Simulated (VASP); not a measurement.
# H (Cc) in VASP: single point with PBE

Aim: the single point of H with PBE.

All numbers are computed with VASP 6.6.1; they aren't measurements. Logs are shortened: lines on timing, memory, paths and dates and some standing lists are left out, and cuts for length are marked.

### Step 1. The cell of the first run

Symmetry: Cc, No. 9, monoclinic system. Conventional cell: a = 3.289 Å, b = 5.318 Å, c = 6.073 Å, α = 90.00°, β = 91.03°, γ = 90.00°. H (site symmetry 1) has 1 H at 0.78 Å within 1.1 Å. Within 1.1 Å of H (site symmetry 1) lie 1 H at 0.78 Å.

### Step 2. Single point, PBE (strained and its atoms moved)

Input file INCAR:

```
SYSTEM = H
PREC = Accurate
ENCUT = 520
EDIFF = 1E-6
ISMEAR = 0
SIGMA = 0.02
LREAL = .FALSE.
LASPH = .TRUE.
NELM = 60
ALGO = Normal
ISIF = 2
LWAVE = .FALSE.
LCHARG = .FALSE.
GGA = PE
NBANDS = 10
```

Input file KPOINTS:

```
Automatic mesh
0
G
  8 8 4
  0 0 0
```

Input file POSCAR:

```
H
1.0
    1.6446578101     -2.6590799568     -0.0144741097
    1.6446578101      2.6590799568     -0.0144741097
   -0.0554348885      0.0000000000      6.0730877602
H
4
Direct
    0.6050216908      0.4355800543      0.9982709039
    0.4208183069      0.5385799480      0.0017290961
    0.4355800543      0.6050216908      0.4982709039
    0.5385799480      0.4208183069      0.5017290961
```

Potentials or basis: VASP PAW PBE potentials, release 64 (H).

On the command line:

```bash
cat potpaw_PBE.64/H/POTCAR > POTCAR
mpirun -np 1 vasp_std > vasp.out
```

OUTCAR:

```text
SYSTEM = H
   PREC = Accurate
   ENCUT = 520
   EDIFF = 1E-6
   ISMEAR = 0
   LREAL = .FALSE.
   LASPH = .TRUE.
   NELM = 60
   ISIF = 2
   GGA = PE

 ion  position               nearest neighbor table
   1  0.605  0.436  0.998-   2 0.78
   2  0.421  0.539  0.002-   1 0.78
   3  0.436  0.605  0.498-   4 0.78
   4  0.539  0.421  0.502-   3 0.78

  LATTYP: Found a base centered monoclinic cell.
 ALAT       =     3.2894429998
 B/A-ratio  =     1.6167356948
 C/A-ratio  =     1.8463128131
 COS(beta)  =    -0.0179271982

  Lattice vectors:

 A1 = (   1.6446578101,  -2.6590799568,  -0.0144741097)
 A2 = (   1.6446578101,   2.6590799568,  -0.0144741097)
 A3 = (  -0.0554348885,   0.0000000000,   6.0730877602)

Analysis of symmetry for initial positions (statically):
=====================================================================
 Subroutine PRICEL returns:
 Original cell was already a primitive cell.

 Routine SETGRP: Setting up the symmetry group for a
 base centered monoclinic supercell.

 Subroutine GETGRP returns: Found  2 space group operations
 (whereof  1 operations were pure point group operations)
 out of a pool of  4 trial point group operations.

The static configuration has the point symmetry C_1 .
 The point group associated with its full space group is C_1h.

Analysis of symmetry for dynamics (positions and initial velocities):
=====================================================================
 Subroutine PRICEL returns:
 Original cell was already a primitive cell.

 Routine SETGRP: Setting up the symmetry group for a
 base centered monoclinic supercell.

 Subroutine GETGRP returns: Found  2 space group operations
 (whereof  1 operations were pure point group operations)
 out of a pool of  4 trial point group operations.

The dynamic configuration has the point symmetry C_1 .
 The point group associated with its full space group is C_1h.

 Subroutine INISYM returns: Found  2 space group operations
 (whereof  1 operations are pure point group operations),
 and found     1 'primitive' translations

----------------------------------------------------------------------------------------

                                     Primitive cell

  volume of cell :      53.1143

  direct lattice vectors                    reciprocal lattice vectors
     1.644657810 -2.659079957 -0.014474110     0.304039032 -0.188034963  0.002775255
     1.644657810  2.659079957 -0.014474110     0.304039032  0.188034963  0.002775255
    -0.055434889  0.000000000  6.073087760     0.001449244  0.000000000  0.164674113

  length of vectors
     3.126629980  3.126629980  6.073340759     0.357497668  0.357497668  0.164680490

  position of ions in fractional coordinates (direct lattice)
     0.605021691  0.435580054  0.998270904
     0.420818307  0.538579948  0.001729096
     0.435580054  0.605021691  0.498270904
     0.538579948  0.420818307  0.501729096

  ion indices of the primitive-cell ions
   primitive index   ion index
                 1           1
                 2           2
                 3           3
                 4           4

----------------------------------------------------------------------------------------

 KPOINTS: Automatic mesh

Automatic generation of k-mesh.
 Grid dimensions read from file:
 generate k-points for:    8    8    4

 Generating k-lattice:

  Cartesian coordinates                     Fractional coordinates (reciprocal lattice)
     0.038004879 -0.023504370  0.000346907     0.125000000 -0.000000000  0.000000000
     0.038004879  0.023504370  0.000346907    -0.000000000  0.125000000  0.000000000
     0.000362311  0.000000000  0.041168528    -0.000000000 -0.000000000  0.250000000

  Length of vectors
     0.044687208  0.044687208  0.041170122

  Shift w.r.t. Gamma in fractional coordinates (k-lattice)
     0.000000000  0.000000000  0.000000000

 Subroutine IBZKPT returns following result:
 ===========================================

 Found     78 irreducible k-points:

 Following reciprocal coordinates:
            Coordinates               Weight
  0.000000  0.000000  0.000000      1.000000
  0.125000 -0.000000  0.000000      4.000000
  0.250000 -0.000000  0.000000      4.000000
  0.375000 -0.000000  0.000000      4.000000
  0.500000 -0.000000  0.000000      2.000000
  0.125000  0.125000  0.000000      2.000000
[... 16 lines left out ...]
  0.125000 -0.000000  0.250000      4.000000
  0.250000  0.000000  0.250000      4.000000
 [... further k-points ...]
   k-points           NKPTS =     78   k-points in BZ     NKDIM =     78   number of bands    NBANDS=     10
   number of dos      NEDOS =    301   number of ions     NIONS =      4
   total plane-waves  NPLWV =  27648
   dimension x,y,z NGX =    24 NGY =   24 NGZ =   48
   dimension x,y,z NGXF=    48 NGYF=   48 NGZF=   96
   ions per type =               4
   NGX,Y,Z   is equivalent  to a cutoff of  12.76, 12.76, 13.14 a.u.
   NGXF,Y,Z  is equivalent  to a cutoff of  25.52, 25.52, 26.28 a.u.
 SYSTEM =  H
   PREC   = accura    normal or accurate (medium, high low for compatibility)
   ISTART =      0    job   : 0-new  1-cont  2-samecut
   ICHARG =      2    charge: 1-file 2-atom 10-const
   ISPIN  =      1    spin polarized calculation?
   LNONCOLLINEAR =      F non collinear calculations
   LSORBIT =      F    spin-orbit coupling
   LASPH  =      T    aspherical Exc in radial PAW
   ENCUT  =  520.0 eV  38.22 Ry    6.18 a.u.   5.81  5.81 11.29*2*pi/ulx,y,z
   NELM   =     60;   NELMIN=  2; NELMDL= -5     # of ELM steps
   EDIFF  = 0.1E-05   stopping-criterion for ELM
   LREAL  =      F    real-space projection
   EDIFFG = 0.1E-04   stopping-criterion for IOM
   NSW    =      0    number of steps for IOM
   IBRION =     -1    ionic relax: 0-MD 1-quasi-New 2-CG
   NFREE  =      0    steps in history (QN), initial steepest desc. (CG)
   ISIF   =      2    stress and relaxation
   ISYM   =      2    0-nonsym 1-usesym 2-fastsym
   POTIM  = 0.5000    time-step for ionic-motion
   TEBEG  =    0.0;   TEEND  =   0.0 temperature during run
   PSTRESS=    0.0 pullay stress
   NELECT =       4.0000    total number of electrons
   NUPDOWN=      -1.0000    fix difference up-down
   EMIN   =  10.00;   EMAX   =-10.00  energy-range for DOS
   EFERMI =   0.00;   METHOD = LEGACY
   ISMEAR =     0;   SIGMA  =   0.02  broadening in eV -4-tet -1-fermi 0-gaus
   EFERMI_NEDOS =   21; number of points for ismear=-14 and -15
   IALGO  =     38    algorithm
   IMIX   =      4    mixing-type and parameters
     AMIX     =   0.40;   BMIX     =  1.00
     AMIX_MAG =   1.60;   BMIX_MAG =  1.00
  volume/ion in A,a.u.               =      13.28        89.61
  Fermi-wavevector in a.u.,A,eV,Ry     =   0.691339  1.306441  6.502896  0.477949
  Thomas-Fermi vector in A             =   1.772962
   LORBIT       =      0    0 simple, 1 ext, 2 COOP (PROOUT), +10 PAW based schemes
   GGA     = PE    functional components
   LHFCALC =     F    Hartree Fock is set to
   AEXX    =    0.0000 exact exchange contribution
   IVDW    =     0    specifies the selected vdW correction
   LEPSILON=     F    determine dielectric tensor
   LRPA    =     F    only Hartree local field effects (RPA)
 non-spin polarized calculation
 Gauss-broadening in eV      SIGMA  =   0.02
  energy-cutoff  :      520.00
  volume of cell :       53.11
 maximum number of plane-waves:      1442
   NGX = 11   NGY = 11   NGZ = 23

 number of electron       4.0000001 magnetization

 Free energy of the ion-electron system (eV)
  ---------------------------------------------------
  ext. energy  EPLUGINS =         0.00000000
  ---------------------------------------------------
  free energy    TOTEN  =       -13.53214306 eV

  energy without entropy =      -13.53214306  energy(sigma->0) =      -13.53214306

 E-fermi :  -8.0357     XC(G=0):  -5.0272

 val. band max:       -8.1382719075   @ k =   0.5000   0.5000   0.0000
 cond. band min:      -0.3564853888   @ k =   0.5000   0.5000   0.0000
 fundamental gap:      7.7817865186
 Fermi energy:        -8.0357030624

 k-point     1 :       0.0000    0.0000    0.0000
  band No.  band energies     occupation
      1     -10.3892      2.00000
      2      -9.5162      2.00000
      3       0.8920      0.00000
      4       4.4499      0.00000
      5       8.1807      0.00000
      6       8.9894      0.00000
      7       9.1861      0.00000
      8      10.9648      0.00000
      9      13.1511      0.00000
     10      13.6264      0.00000

 k-point     2 :       0.1250   -0.0000    0.0000
  band No.  band energies     occupation
      1     -10.2331      2.00000
      2      -9.3853      2.00000
      3       1.1843      0.00000
      4       3.9196      0.00000
      5       7.1515      0.00000
      6       7.8576      0.00000
      7       9.7807      0.00000
      8      11.2379      0.00000
      9      11.6583      0.00000
     10      13.6695      0.00000

 k-point     3 :       0.2500   -0.0000    0.0000
  band No.  band energies     occupation
      1      -9.8199      2.00000
      2      -9.0441      2.00000
      3       2.0514      0.00000
      4       2.5041      0.00000
      5       5.1446      0.00000
      6       7.3665      0.00000
      7       9.3522      0.00000
      8      10.3664      0.00000
      9      11.7258      0.00000
     10      12.0894      0.00000
[... 248 lines left out ...]
 k-point    23 :       0.1250   -0.0000    0.2500
  band No.  band energies     occupation
      1     -10.1216      2.00000
      2      -9.5310      2.00000
      3       1.6548      0.00000
      4       3.6406      0.00000
      5       7.0058      0.00000
      6       7.6722      0.00000
      7       9.2845      0.00000
      8      10.1400      0.00000
      9      12.6078      0.00000
     10      14.2518      0.00000

 k-point    24 :       0.2500    0.0000    0.2500
  band No.  band energies     occupation
      1      -9.7150      2.00000
      2      -9.1773      2.00000
      3       2.3071      0.00000
      4       2.6236      0.00000
      5       5.1599      0.00000
      6       6.9550      0.00000
      7       8.7751      0.00000
      8       9.9890      0.00000
      9      11.2849      0.00000
     10      11.9944      0.00000

 [... further k-points ...]

------------------------ aborting loop because EDIFF is reached ----------------------------------------

  FORCE on cell =-STRESS in cart. coord.  units (eV):
  Direction    XX          YY          ZZ          XY          YZ          ZX
  --------------------------------------------------------------------------------------
  -------------------------------------------------------------------------------------
  Total        0.0239449     -1.2084385      0.0937472      0.0000000      0.0000000      0.0045662
  in kB        0.7222905    -36.4521824      2.8278563      0.0000000      0.0000000      0.1377367
  external PRESSURE =     -10.9673452 kB  Pullay stress =       0.0000000 kB

 VOLUME and BASIS-vectors are now :
 -----------------------------------------------------------------------------
  energy-cutoff  :      520.00
  volume of cell :       53.11
      direct lattice vectors                 reciprocal lattice vectors
     1.644657810 -2.659079957 -0.014474110     0.304039032 -0.188034963  0.002775255
     1.644657810  2.659079957 -0.014474110     0.304039032  0.188034963  0.002775255
    -0.055434889  0.000000000  6.073087760     0.001449244  0.000000000  0.164674113

 POSITION                                       TOTAL-FORCE (eV/Angst)
 -----------------------------------------------------------------------------------
      1.65609     -0.45056      6.04753        -0.149304      0.822747      0.022985
      1.57779      0.31314     -0.00339         0.149304     -0.825826     -0.022985
      1.68381      0.45056      3.01098        -0.149304     -0.822747      0.022985
      1.55007     -0.31314      3.03316         0.149304      0.825826     -0.022985
 -----------------------------------------------------------------------------------
    total drift:                               -0.000007      0.000000      0.000025

  FREE ENERGIE OF THE ION-ELECTRON SYSTEM (eV)
  ---------------------------------------------------
  free  energy   TOTEN  =       -13.5321430577 eV

  energy  without entropy=      -13.5321430577  energy(sigma->0) =      -13.53214306
```

Run time: 16 s. Hardware: 1 thread of Intel Xeon Platinum 8488C (Sapphire Rapids), shared host; peak memory 0.17 GiB.

What came out:

```yaml
Free_energy: -13.5321 eV
Pressure: -1.1 GPa
Largest_force: 0.840 eV/Å
Band_gap_on_the_k_mesh: 7.78 eV, direct
```

Forces on the atoms (eV/Å):
```
H   -0.149  0.823  0.023
H    0.149 -0.826 -0.023
H   -0.149 -0.823  0.023
H    0.149  0.826 -0.023
```

Caveat: the cell differs from its parent crystal (strained and its atoms moved).
